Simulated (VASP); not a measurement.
**V: single point with PBEsol**

Crystal: V.

```
CELL_PARAMETERS angstrom
2.18709 0.00000 0.00000
0.00000 2.18709 0.00000
0.00000 0.00000 2.18709
ATOMIC_POSITIONS crystal
V 0.00000 0.00000 0.00000
```

| Property | Result |
| --- | --- |
| Program | VASP 6.6.1 |
| Task | single point |
| Functional | PBEsol |
| Potentials or basis | VASP PAW PBE potentials, release 64 (V_sv) |
| Cutoff | 520 eV |
| k mesh | 17 × 17 × 17 |
| Occupations | fermi-dirac, width 0.05 eV |
| Spin | no spin polarisation |

```json
{"Pressure": "80.5 GPa"}
```

Levels at points of the mesh, in eV from the Fermi level:
| k point | band 3 | band 4 | band 5 | band 6 | band 7 | band 8 | band 9 | band 10 | band 11 | band 12 |
| --- | --- | --- | --- | --- | --- | --- | --- | --- | --- | --- |
| (0.00, 0.00, 0.00) | -36.13 | -36.13 | -6.96 | -3.43 | -3.43 | 5.17 | 5.17 | 5.17 | 22.82 | 22.82 |

It took 13 s on 1 thread of AMD EPYC 7R43 64-Core Processor (Zen 3) (shared host), peak memory 0.09 GiB.

Caveat: the PAW data sets were made with another functional, which shifts forces and pressure a little.
